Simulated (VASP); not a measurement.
# Au (P6_3/mmc) in VASP: a series of runs

Runs on Au. Level: PBE+D3(BJ). Tasks: single point, relaxation of cell and atoms.

Program: VASP 6.6.1. These are calculated values, not measurements. Logs are shortened: lines on timing, memory, paths and dates and some standing lists are left out, and cuts for length are marked.

### Step 1. The cell of the first run

Symmetry: P6_3/mmc, No. 194, hexagonal system. The conventional cell has a = 2.886 Å, b = 2.886 Å, c = 4.713 Å, α = 90.00°, β = 90.00°, γ = 120.00°. Within 3.8 Å of Au (site symmetry -6m2) lie 12 Au at 2.89 Å.

This isn't the form of Au at room conditions, which is fcc.

### Step 2. Single point, PBE+D3(BJ)

Contents of INCAR:

```
  PREC = Accurate
  ENCUT = 500
  EDIFF = 1E-6
  ISMEAR = 0
  SIGMA = 0.1
  LREAL = F
  LASPH = T
  NELM = 120
  ALGO = Normal
  ISIF = 2
  LWAVE = F
  LCHARG = T
  GGA = PE
  IVDW = 12
  LELF = T
  LVHAR = T
  NBANDS = 18
  GGA_COMPAT = F
```

Contents of KPOINTS:

```
Automatic mesh
0
Gamma
  9 9 4
```

Contents of POSCAR:

```
Au
1.0
    2.8861660010      0.0000000000      0.0000000000
   -1.4430830005      2.4994930764      0.0000000000
    0.0000000000      0.0000000000      4.7131090797
Au
2
Direct
    0.3333333333      0.6666666667      0.2500000000
    0.6666666667      0.3333333333      0.7500000000
```

Potentials or basis: VASP PAW PBE potentials, release 64 (Au).

On the command line:

```sh
$ cat potpaw_PBE.64/Au/POTCAR > POTCAR
$ mpirun -np 1 vasp_std > vasp.out
```

OUTCAR:

```text
PREC = Accurate
   ENCUT = 500
   EDIFF = 1E-6
   ISMEAR = 0
   LREAL = F
   LASPH = T
   NELM = 120
   ISIF = 2
   GGA = PE
   IVDW = 12
 IVDW          = 12

 ion  position               nearest neighbor table
   1  0.333  0.667  0.250-   2 2.89   2 2.89   2 2.89   2 2.89   2 2.89   2 2.89
   2  0.667  0.333  0.750-   1 2.89   1 2.89   1 2.89   1 2.89   1 2.89   1 2.89

  LATTYP: Found a hexagonal cell.
 ALAT       =     2.8861660010
 C/A-ratio  =     1.6330000000

  Lattice vectors:

 A1 = (   2.8861660010,   0.0000000000,   0.0000000000)
 A2 = (  -1.4430830005,   2.4994930764,   0.0000000000)
 A3 = (   0.0000000000,   0.0000000000,   4.7131090797)

Analysis of symmetry for initial positions (statically):
=====================================================================
 Subroutine PRICEL returns:
 Original cell was already a primitive cell.

 Routine SETGRP: Setting up the symmetry group for a
 hexagonal supercell.

 Subroutine GETGRP returns: Found 24 space group operations
 (whereof 12 operations were pure point group operations)
 out of a pool of 24 trial point group operations.

The static configuration has the point symmetry D_3d.
 The point group associated with its full space group is D_6h.

Analysis of symmetry for dynamics (positions and initial velocities):
=====================================================================
 Subroutine PRICEL returns:
 Original cell was already a primitive cell.

 Routine SETGRP: Setting up the symmetry group for a
 hexagonal supercell.

 Subroutine GETGRP returns: Found 24 space group operations
 (whereof 12 operations were pure point group operations)
 out of a pool of 24 trial point group operations.

The dynamic configuration has the point symmetry D_3d.
 The point group associated with its full space group is D_6h.

 Subroutine INISYM returns: Found 24 space group operations
 (whereof 12 operations are pure point group operations),
 and found     1 'primitive' translations

----------------------------------------------------------------------------------------

                                     Primitive cell

  volume of cell :      34.0001

  direct lattice vectors                    reciprocal lattice vectors
     2.886166001  0.000000000  0.000000000     0.346480417  0.200040562  0.000000000
    -1.443083000  2.499493076  0.000000000     0.000000000  0.400081124  0.000000000
     0.000000000  0.000000000  4.713109080     0.000000000  0.000000000  0.212174168

  length of vectors
     2.886166001  2.886166001  4.713109080     0.400081124  0.400081124  0.212174168

[... 80 lines left out ...]
   EDIFF  = 0.1E-05   stopping-criterion for ELM
   LREAL  =      F    real-space projection
   EDIFFG = 0.1E-04   stopping-criterion for IOM
   NSW    =      0    number of steps for IOM
   IBRION =     -1    ionic relax: 0-MD 1-quasi-New 2-CG
   NFREE  =      0    steps in history (QN), initial steepest desc. (CG)
   ISIF   =      2    stress and relaxation
   ISYM   =      2    0-nonsym 1-usesym 2-fastsym
   POTIM  = 0.5000    time-step for ionic-motion
   TEBEG  =    0.0;   TEEND  =   0.0 temperature during run
   PSTRESS=    0.0 pullay stress
   NELECT =      22.0000    total number of electrons
   NUPDOWN=      -1.0000    fix difference up-down
   EMIN   =  10.00;   EMAX   =-10.00  energy-range for DOS
   EFERMI =   0.00;   METHOD = LEGACY
   ISMEAR =     0;   SIGMA  =   0.10  broadening in eV -4-tet -1-fermi 0-gaus
   EFERMI_NEDOS =   21; number of points for ismear=-14 and -15
   IALGO  =     38    algorithm
   IMIX   =      4    mixing-type and parameters
     AMIX     =   0.40;   BMIX     =  1.00
     AMIX_MAG =   1.60;   BMIX_MAG =  1.00
  volume/ion in A,a.u.               =      17.00       114.72
  Fermi-wavevector in a.u.,A,eV,Ry     =   1.415975  2.675804 27.279466  2.004984
  Thomas-Fermi vector in A             =   2.537357
   LORBIT       =      0    0 simple, 1 ext, 2 COOP (PROOUT), +10 PAW based schemes
   GGA     = PE    functional components
   LHFCALC =     F    Hartree Fock is set to
   AEXX    =    0.0000 exact exchange contribution
   IVDW    =    12    specifies the selected vdW correction
   LEPSILON=     F    determine dielectric tensor
   LRPA    =     F    only Hartree local field effects (RPA)
 non-spin polarized calculation
 Gauss-broadening in eV      SIGMA  =   0.10
  energy-cutoff  :      500.00
  volume of cell :       34.00
 maximum number of plane-waves:       872
 NGX is ok and might be reduce to    24
   NGX = 11   NGY = 11   NGZ = 17

 number of electron      22.0000002 magnetization

 Free energy of the ion-electron system (eV)
  ---------------------------------------------------
  ext. energy  EPLUGINS =         0.00000000
  ---------------------------------------------------
  free energy    TOTEN  =        -6.38613957 eV

  energy without entropy =       -6.37963834  energy(sigma->0) =       -6.38288896

 E-fermi :   9.3501     XC(G=0): -12.7309

 val. band max:        9.3374805688   @ k =   0.2222   0.0000   0.2500
 cond. band min:       9.4068632486   @ k =   0.4444   0.0000   0.5000
 fundamental gap:      0.0693826798
 Fermi energy:         9.3500538183

 k-point     1 :       0.0000    0.0000    0.0000
  band No.  band energies     occupation
      1      -0.3669      2.00000
      2       2.1739      2.00000
      3       4.7955      2.00000
      4       4.9250      2.00000
      5       4.9250      2.00000
      6       5.2749      2.00000
[... 481 lines left out ...]
      5       4.8373      2.00000
      6       4.8373      2.00000
[... 10 lines left out ...]
     17      23.5475      0.00000
     18      23.5475      0.00000

 [... further k-points ...]

------------------------ aborting loop because EDIFF is reached ----------------------------------------

 Edisp (eV)   -1.33411

 E8    (eV) :    -0.5996

  FORCE on cell =-STRESS in cart. coord.  units (eV):
  Direction    XX          YY          ZZ          XY          YZ          ZX
  --------------------------------------------------------------------------------------
  -------------------------------------------------------------------------------------
  Total       0.36250     0.36250     0.89278     0.00000     0.00000     0.00000
  in kB      17.08215    17.08215    42.07012     0.00000     0.00000     0.00000
  external pressure =       25.41 kB  Pullay stress =        0.00 kB

 VOLUME and BASIS-vectors are now :
 -----------------------------------------------------------------------------
  energy-cutoff  :      500.00
  volume of cell :       34.00
      direct lattice vectors                 reciprocal lattice vectors
     2.886166001  0.000000000  0.000000000     0.346480417  0.200040562  0.000000000
    -1.443083000  2.499493076  0.000000000     0.000000000  0.400081124  0.000000000
     0.000000000  0.000000000  4.713109080     0.000000000  0.000000000  0.212174168

 POSITION                                       TOTAL-FORCE (eV/Angst)
 -----------------------------------------------------------------------------------
     -0.00000      1.66633      1.17828        -0.000000     -0.000000      0.000000
      1.44308      0.83316      3.53483         0.000000      0.000000      0.000000
 -----------------------------------------------------------------------------------
    total drift:                               -0.000000      0.000000     -0.000000

  FREE ENERGIE OF THE ION-ELECTRON SYSTEM (eV)
  ---------------------------------------------------
  free  energy   TOTEN  =        -7.7202530676 eV

  energy  without entropy=       -7.7137518369  energy(sigma->0) =       -7.71700245
```

OSZICAR:

```text
N       E                     dE             d eps       ncg     rms          rms(c)
DAV:   1     0.119129195265E+03    0.11913E+03   -0.11628E+04  1296   0.116E+03
DAV:   2    -0.493968509475E+01   -0.12407E+03   -0.11845E+03  1382   0.255E+02
DAV:   3    -0.691203466998E+01   -0.19723E+01   -0.19605E+01  1522   0.325E+01
DAV:   4    -0.692042320965E+01   -0.83885E-02   -0.83877E-02  1450   0.225E+00
DAV:   5    -0.692049954830E+01   -0.76339E-04   -0.76338E-04  1448   0.225E-01    0.133E+01
DAV:   6    -0.642747580590E+01    0.49302E+00   -0.89946E-01  1334   0.876E+00    0.850E+00
DAV:   7    -0.639091907579E+01    0.36557E-01   -0.11224E-01  1368   0.309E+00    0.332E+00
DAV:   8    -0.638616236888E+01    0.47567E-02   -0.11469E-02  1354   0.895E-01    0.382E-01
DAV:   9    -0.638612651711E+01    0.35852E-04   -0.60924E-05  1500   0.689E-02    0.328E-02
DAV:  10    -0.638613964676E+01   -0.13130E-04   -0.59656E-06  1408   0.237E-02    0.332E-03
DAV:  11    -0.638613957329E+01    0.73466E-07   -0.25464E-07   720   0.410E-03
   1 F= -.77202531E+01 E0= -.77170025E+01  d E =-.650123E-02
```

Run time: 16 s. Hardware: 1 thread of Intel Xeon Platinum 8488C (Sapphire Rapids), shared host; peak memory 0.17 GiB.

Results:

- Free energy: -7.7203 eV
- Pressure: 2.5 GPa
- Band gap on the k mesh: zero (bands 11 and 12 overlap by 6.96 eV)
- Dispersion energy per atom: -0.667 eV

Caveat: spin-orbit coupling is left out, which moves the levels of the heavy elements.

### Step 3. Single point, PBE+D3(BJ)

This run uses another cell than the first one, of 17.29 Å³/atom.

Contents of INCAR:

```
PREC = Accurate
ENCUT = 500
EDIFF = 1E-6
ISMEAR = 0
SIGMA = 0.1
LREAL = False
LASPH = True
NELM = 120
ALGO = Normal
ISIF = 2
LWAVE = False
LCHARG = False
GGA = PE
IVDW = 12
NBANDS = 18
GGA_COMPAT = False
```

Contents of KPOINTS:

```
regular mesh
0
Gamma
  18 18 10
```

Contents of POSCAR:

```
Au
1.0
    2.8824322416      0.0000000000      0.0000000000
   -1.4412161208      2.4962595459      0.0000000000
    0.0000000000      0.0000000000      4.8052352127
Au
2
Direct
    0.3333333333      0.6666666667      0.2500000000
    0.6666666667      0.3333333333      0.7500000000
```

Potentials or basis: VASP PAW PBE potentials, release 64 (Au).

On the command line:

```sh
$ cat potpaw_PBE.64/Au/POTCAR > POTCAR
$ mpirun -np 1 vasp_std > vasp.out
```

Wall time 66 s (1 thread of Intel Xeon Platinum 8488C (Sapphire Rapids), shared host); peak memory 0.24 GiB.

Results (log left out):

```
Free energy                : -7.7110 eV
Pressure                   : -0.3 GPa
Band gap on the k mesh     : zero (bands 11 and 12 overlap by 6.87 eV)
Dispersion energy per atom : -0.656 eV
```

Levels at points of the mesh, in eV from the Fermi level:
```tsv
k point	band 8	band 9	band 10	band 11	band 12	band 13	band 14	band 15
(0.00, 0.00, 0.00)	-3.52	-3.52	-2.15	-2.15	-0.99	2.74	14.59	15.87
(0.50, 0.00, 0.00)	-1.90	-1.87	-1.68	0.38	1.55	5.81	7.32	7.35
(0.00, 0.00, 0.50)	-4.52	-2.60	-2.60	-2.60	-2.60	10.74	10.74	14.88
(0.50, 0.00, 0.50)	-2.37	-1.75	-1.75	0.52	0.52	3.92	3.92	13.31
```

Caveat: spin-orbit coupling is left out, which moves the levels of the heavy elements.

### Step 4. Relaxation of cell and atoms, PBE+D3(BJ)

Contents of INCAR:

```
PREC = Accurate
ENCUT = 500
EDIFF = 1E-7
ISMEAR = 0
SIGMA = 0.1
LREAL = F
LASPH = T
NELM = 120
ALGO = Normal
ISIF = 3
LWAVE = F
LCHARG = F
GGA = PE
IVDW = 12
IBRION = 2
NSW = 100
EDIFFG = -0.002
GGA_COMPAT = F
NELMIN = 4
```

KPOINTS is that of step 3.

Contents of POSCAR:

```
Au
1.0
    2.8861660010      0.0000000000      0.0000000000
   -1.4430830005      2.4994930764      0.0000000000
    0.0000000000      0.0000000000      4.7131090797
Au
2
Direct
    0.3333333333      0.6666666667      0.2500000000
    0.6666666667      0.3333333333      0.7500000000
```

On the command line:

```sh
$ cat potpaw_PBE.64/Au/POTCAR > POTCAR
$ mpirun -np 1 vasp_std > vasp.out
```

Wall time 6.5 min (1 thread of Intel Xeon Platinum 8488C (Sapphire Rapids), shared host); peak memory 0.25 GiB.

It converged, with:

```
Free energy                           : -7.7106 eV
Relaxed volume                        : 17.26 Å³/atom
Relaxed cell                          : a = 2.882 Å, b = 2.882 Å, c = 4.801 Å, α = 90.00°, β = 90.00°, γ = 120.00°
Space group after relaxing (to 0.1 Å) : P6_3/mmc (No. 194)
Energy gained by relaxing             : 3.4 meV/atom
Ionic steps                           : 11
Pressure after relaxing               : 0.0 GPa
Band gap on the k mesh                : zero (bands 11 and 12 overlap by 6.88 eV)
Dispersion energy per atom            : -0.657 eV
```

Step by step:
| step | energy change (eV) | largest force (eV/Å) | pressure (GPa) | volume (Å³) |
| --- | --- | --- | --- | --- |
| 1 | 0.0000 | 0.0000 | 2.53 | 34.00 |
| 2 | 0.0032 | 0.0000 | -3.49 | 35.34 |
| 3 | -0.0051 | 0.0000 | -0.26 | 34.57 |
| 4 | -0.0063 | 0.0000 | -0.10 | 34.54 |
| 5 | -0.0067 | 0.0000 | 0.06 | 34.51 |
| 6 | -0.0067 | 0.0000 | 0.13 | 34.49 |
| 7 | -0.0067 | 0.0000 | -0.22 | 34.57 |
| 8 | -0.0067 | 0.0000 | 0.02 | 34.52 |
| 9 | -0.0067 | 0.0000 | -0.02 | 34.52 |
| 10 | -0.0067 | 0.0000 | -0.01 | 34.52 |
| 11 | -0.0067 | 0.0000 | -0.01 | 34.52 |

Final structure:
```xyz
2
Lattice="2.8816 0.0000 0.0000 -1.4408 2.4955 0.0000 0.0000 0.0000 4.8006" Properties=species:S:1:pos:R:3 pbc="T T T"
Au    0.0000    1.6637    1.2002
Au    1.4408    0.8318    3.6005
```

Levels at points of the mesh, in eV from the Fermi level:
```
           k point  band 7  band 8  band 9  band 10  band 11  band 12  band 13  band 14  band 15
(0.00, 0.00, 0.00)   -4.16   -3.53   -3.53    -2.15    -2.15    -0.99     2.76    14.59    15.88
(0.50, 0.00, 0.00)   -3.64   -1.90   -1.87    -1.68     0.38     1.55     5.82     7.33     7.36
(0.00, 0.00, 0.50)   -4.52   -4.52   -2.61    -2.61    -2.61    -2.61    10.77    10.77    14.88
(0.50, 0.00, 0.50)   -2.37   -2.37   -1.75    -1.75     0.51     0.51     3.93     3.93    13.33
```

Caveat: spin-orbit coupling is left out, which moves the levels of the heavy elements.

### Step 5. Overview

```tsv
task	cell	k mesh	gap on the mesh (eV)	pressure (GPa)
single point	a = 2.886, b = 2.886, c = 4.713 Å, angles 90.0, 90.0, 120.0°, 2 atoms	9 × 9 × 4	none	2.5
single point	a = 2.882, b = 2.882, c = 4.805 Å, angles 90.0, 90.0, 120.0°, 2 atoms	18 × 18 × 10	none	-0.3
relaxation of cell and atoms	relaxed from a = 2.886, b = 2.886, c = 4.713 Å, angles 90.0, 90.0, 120.0°, 2 atoms	18 × 18 × 10	none	0.0
```

Alike in all rows: level PBE+D3(BJ); potentials or basis VASP PAW PBE potentials, release 64 (Au); no spin polarisation; cutoff (eV) 500; smearing gaussian 0.1 eV.

Caveats: spin-orbit coupling is left out, which moves the levels of the heavy elements.

Absolute energies hang on the potentials; compare differences alone.
